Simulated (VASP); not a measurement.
# W (Fm-3m) in VASP: notebook

The runs below take W through single point, with RPBE.

All numbers are computed with VASP 6.6.1; they aren't measurements. Logs are shortened: lines on timing, memory, paths and dates and some standing lists are left out, and cuts for length are marked.

## Step 1: The cell of the first run

The structure is cubic, space group Fm-3m (No. 225). The conventional cell has a = 4.060 Å, b = 4.060 Å, c = 4.060 Å, α = 90.00°, β = 90.00°, γ = 90.00°. Within 3.8 Å of W (site symmetry m-3m) lie 12 W at 2.87 Å.

## Step 2: Single point, RPBE

The input, INCAR:

```
SYSTEM = W
  PREC = Accurate
  ENCUT = 520
  EDIFF = 1E-6
  ISMEAR = 1
  SIGMA = 0.1
  LREAL = .FALSE.
  LASPH = .TRUE.
  NELM = 80
  ALGO = Normal
  ISIF = 2
  LWAVE = .FALSE.
  LCHARG = .FALSE.
  GGA = RP
  NBANDS = 13
```

The input, KPOINTS:

```
Automatic mesh
0
G
  10 10 10
  0 0 0
```

The input, POSCAR:

```
W
1.0
    0.0000000000      2.0300000000      2.0300000000
    2.0300000000      0.0000000000      2.0300000000
    2.0300000000      2.0300000000      0.0000000000
W
1
Direct
    0.0000000000      0.0000000000      0.0000000000
```

Potentials or basis: VASP PAW PBE potentials, release 64 (W_sv).

Command:

```bash
cat potpaw_PBE.64/W_sv/POTCAR > POTCAR
mpirun -np 1 vasp_std > vasp.out
```

OUTCAR:

```text
SYSTEM = W
   PREC = Accurate
   ENCUT = 520
   EDIFF = 1E-6
   ISMEAR = 1
   LREAL = .FALSE.
   LASPH = .TRUE.
   NELM = 80
   ISIF = 2
   GGA = RP

 ion  position               nearest neighbor table
   1  0.000  0.000  0.000-

  LATTYP: Found a face centered cubic cell.
 ALAT       =     4.0600000000

  Lattice vectors:

 A1 = (   0.0000000000,   2.0300000000,   2.0300000000)
 A2 = (   2.0300000000,   0.0000000000,   2.0300000000)
 A3 = (   2.0300000000,   2.0300000000,   0.0000000000)

Analysis of symmetry for initial positions (statically):
=====================================================================
 Subroutine PRICEL returns:
 Original cell was already a primitive cell.

 Routine SETGRP: Setting up the symmetry group for a
 face centered cubic supercell.

 Subroutine GETGRP returns: Found 48 space group operations
 (whereof 48 operations were pure point group operations)
 out of a pool of 48 trial point group operations.

The static configuration has the point symmetry O_h .

Analysis of symmetry for dynamics (positions and initial velocities):
=====================================================================
 Subroutine PRICEL returns:
 Original cell was already a primitive cell.

 Routine SETGRP: Setting up the symmetry group for a
 face centered cubic supercell.

 Subroutine GETGRP returns: Found 48 space group operations
 (whereof 48 operations were pure point group operations)
 out of a pool of 48 trial point group operations.

The dynamic configuration has the point symmetry O_h .

 Subroutine INISYM returns: Found 48 space group operations
 (whereof 48 operations are pure point group operations),
 and found     1 'primitive' translations

----------------------------------------------------------------------------------------

                                     Primitive cell

  volume of cell :      16.7309

  direct lattice vectors                    reciprocal lattice vectors
     0.000000000  2.030000000  2.030000000    -0.246305419  0.246305419  0.246305419
     2.030000000  0.000000000  2.030000000     0.246305419 -0.246305419  0.246305419
     2.030000000  2.030000000  0.000000000     0.246305419  0.246305419 -0.246305419

  length of vectors
[... 79 lines left out ...]
   NELM   =     80;   NELMIN=  2; NELMDL= -5     # of ELM steps
   EDIFF  = 0.1E-05   stopping-criterion for ELM
   LREAL  =      F    real-space projection
   EDIFFG = 0.1E-04   stopping-criterion for IOM
   NSW    =      0    number of steps for IOM
   IBRION =     -1    ionic relax: 0-MD 1-quasi-New 2-CG
   NFREE  =      0    steps in history (QN), initial steepest desc. (CG)
   ISIF   =      2    stress and relaxation
   ISYM   =      2    0-nonsym 1-usesym 2-fastsym
   POTIM  = 0.5000    time-step for ionic-motion
   TEBEG  =    0.0;   TEEND  =   0.0 temperature during run
   PSTRESS=    0.0 pullay stress
   NELECT =      14.0000    total number of electrons
   NUPDOWN=      -1.0000    fix difference up-down
   EMIN   =  10.00;   EMAX   =-10.00  energy-range for DOS
   EFERMI =   0.00;   METHOD = LEGACY
   ISMEAR =     1;   SIGMA  =   0.10  broadening in eV -4-tet -1-fermi 0-gaus
   EFERMI_NEDOS =   21; number of points for ismear=-14 and -15
   IALGO  =     38    algorithm
   IMIX   =      4    mixing-type and parameters
     AMIX     =   0.40;   BMIX     =  1.00
     AMIX_MAG =   1.60;   BMIX_MAG =  1.00
  volume/ion in A,a.u.               =      16.73       112.91
  Fermi-wavevector in a.u.,A,eV,Ry     =   1.542688  2.915258 32.380324  2.379887
  Thomas-Fermi vector in A             =   2.648457
   LORBIT       =      0    0 simple, 1 ext, 2 COOP (PROOUT), +10 PAW based schemes
   GGA     = RP    functional components
   LHFCALC =     F    Hartree Fock is set to
   AEXX    =    0.0000 exact exchange contribution
   IVDW    =     0    specifies the selected vdW correction
   LEPSILON=     F    determine dielectric tensor
   LRPA    =     F    only Hartree local field effects (RPA)
 non-spin polarized calculation
 Methfessel and Paxton  Order N= 1 SIGMA  =   0.10
  energy-cutoff  :      520.00
  volume of cell :       16.73
 maximum number of plane-waves:       464
 NGX is ok and might be reduce to    24
   NGX = 11   NGY = 11   NGZ = 11

 number of electron      14.0000002 magnetization

 Free energy of the ion-electron system (eV)
  ---------------------------------------------------
  ext. energy  EPLUGINS =         0.00000000
  ---------------------------------------------------
  free energy    TOTEN  =       -11.91700656 eV

  energy without entropy =      -11.91702557  energy(sigma->0) =      -11.91701289

 E-fermi :  10.2668     XC(G=0): -13.2755

 val. band max:       10.2650958670   @ k =  -0.1000   0.1000   0.0000
 cond. band min:      10.3101071868   @ k =   0.5000   0.1000   0.0000
 fundamental gap:      0.0450113198
 Fermi energy:        10.2668206059

 k-point     1 :       0.0000    0.0000    0.0000
  band No.  band energies     occupation
      1     -63.4388      2.00000
      2     -27.0895      2.00000
      3     -27.0895      2.00000
      4     -27.0895      2.00000
      5       1.4203      2.00000
      6       9.7814      2.00000
      7       9.7814      2.00000
      8       9.7814      2.00000
      9      12.8299      0.00000
     10      12.8299      0.00000
     11      23.0350      0.00000
     12      28.1813      0.00000
     13      28.1813      0.00000
[... 354 lines left out ...]
  band No.  band energies     occupation
      1     -63.3354      2.00000
      2     -27.9076      2.00000
      3     -27.4231      2.00000
      4     -27.3884      2.00000
      5       5.4260      2.00000
      6       6.6849      2.00000
      7      10.1548      2.06703
      8      12.9851      0.00000
      9      14.3849      0.00000
     10      15.0635      0.00000
     11      23.7374      0.00000
     12      25.5813      0.00000
     13      27.1635      0.00000

 [... further k-points ...]
[... 5 lines left out ...]
  --------------------------------------------------------------------------------------
  -------------------------------------------------------------------------------------
  Total       -0.0540889     -0.0540889     -0.0540889     -0.0000000      0.0000000     -0.0000000
  in kB       -5.1796491     -5.1796491     -5.1796491     -0.0000000      0.0000000     -0.0000000
  external PRESSURE =      -5.1796491 kB  Pullay stress =       0.0000000 kB

 VOLUME and BASIS-vectors are now :
 -----------------------------------------------------------------------------
  energy-cutoff  :      520.00
  volume of cell :       16.73
      direct lattice vectors                 reciprocal lattice vectors
     0.000000000  2.030000000  2.030000000    -0.246305419  0.246305419  0.246305419
     2.030000000  0.000000000  2.030000000     0.246305419 -0.246305419  0.246305419
     2.030000000  2.030000000  0.000000000     0.246305419  0.246305419 -0.246305419

 POSITION                                       TOTAL-FORCE (eV/Angst)
 -----------------------------------------------------------------------------------
      0.00000      0.00000      0.00000         0.000000      0.000000      0.000000
 -----------------------------------------------------------------------------------
    total drift:                               -0.000000      0.000000     -0.000000

  FREE ENERGIE OF THE ION-ELECTRON SYSTEM (eV)
  ---------------------------------------------------
  free  energy   TOTEN  =       -11.9170065576 eV

  energy  without entropy=      -11.9170255665  energy(sigma->0) =      -11.91701289
```

OSZICAR:

```text
N       E                     dE             d eps       ncg     rms          rms(c)
DAV:   1     0.844971663976E+02    0.84497E+02   -0.75700E+03  1222   0.122E+03
DAV:   2    -0.108428297754E+02   -0.95340E+02   -0.92044E+02  1377   0.309E+02
DAV:   3    -0.125253259677E+02   -0.16825E+01   -0.16710E+01  1327   0.399E+01
DAV:   4    -0.125323476095E+02   -0.70216E-02   -0.70212E-02  1372   0.291E+00
DAV:   5    -0.125324137954E+02   -0.66186E-04   -0.66184E-04  1352   0.264E-01    0.180E+01
DAV:   6    -0.120412198129E+02    0.49119E+00   -0.43643E-01  1297   0.882E+00    0.688E+00
DAV:   7    -0.119205459270E+02    0.12067E+00   -0.21387E-01  1332   0.585E+00    0.641E-01
DAV:   8    -0.119171633499E+02    0.33826E-02   -0.45082E-03  1237   0.870E-01    0.123E-01
DAV:   9    -0.119170075495E+02    0.15580E-03   -0.21309E-04  1372   0.181E-01    0.315E-02
DAV:  10    -0.119170059872E+02    0.15623E-05   -0.21338E-05  1287   0.587E-02    0.358E-03
DAV:  11    -0.119170065576E+02   -0.57040E-06   -0.56965E-07   896   0.101E-02
   1 F= -.11917007E+02 E0= -.11917013E+02  d E =0.190089E-04
```

It took 10 s on 1 thread of AMD EPYC 7R13 (Zen 3), shared host; peak memory 0.11 GiB.

What came out:

```yaml
Free_energy: -11.9170 eV
Pressure: -0.5 GPa
Band_gap_on_the_k_mesh: zero (band 7 reaches 13.23 eV, above the bottom of band 8 at 9.78 eV)
```

Caveat: the PAW data sets were made with another functional, which shifts forces and pressure a little; spin-orbit coupling is left out, which moves the levels of the heavy elements.

## Step 3: Single point, RPBE

The input, INCAR:

```
ALGO     = Normal         # electronic algorithm
EDIFF    = 1E-6           # SCF threshold, eV
ENCUT    = 520            # plane-wave cutoff, eV
GGA      = RP             # functional
ISIF     = 2              # what is computed and relaxed
ISMEAR   = 1              # smearing method
LASPH    = True           # aspherical terms in the spheres
LCHARG   = False          # write CHGCAR
LREAL    = False          # projectors in reciprocal space
LWAVE    = False          # write WAVECAR
NBANDS   = 13             # bands
NELM     = 100            # most SCF steps
PREC     = Accurate       # precision mode
SIGMA    = 0.1            # smearing width, eV
```

The input, KPOINTS:

```
k-points
0
Gamma
  10 10 10
```

POSCAR is that of step 2.

Potentials or basis: VASP PAW PBE potentials, release 64 (W_sv).

Command:

```bash
cat potpaw_PBE.64/W_sv/POTCAR > POTCAR
mpirun -np 1 vasp_std > vasp.out
```

Wall time 9.5 s (1 thread of AMD EPYC 7R13 (Zen 3), shared host); peak memory 0.11 GiB.

It converged, with:

- Free energy: -11.9170 eV
- Pressure: -0.5 GPa
- Band gap on the k mesh: zero (band 7 reaches 13.23 eV, above the bottom of band 8 at 9.78 eV)

Levels at points of the mesh, in eV from the Fermi level:
```
           k point  band 3  band 4  band 5  band 6  band 7  band 8  band 9  band 10  band 11  band 12
(0.00, 0.00, 0.00)  -37.36  -37.36   -8.85   -0.49   -0.49   -0.49    2.56     2.56    12.77    17.91
(0.50, 0.00, 0.00)  -37.50  -37.50   -5.45   -0.69   -0.69    0.59    4.96     4.96    10.06    12.40
(0.50, 0.50, 0.00)  -37.74  -37.74   -5.30   -4.35    2.96    4.93    5.66     5.66    11.61    11.61
```

Caveat: the PAW data sets were made with another functional, which shifts forces and pressure a little; spin-orbit coupling is left out, which moves the levels of the heavy elements.
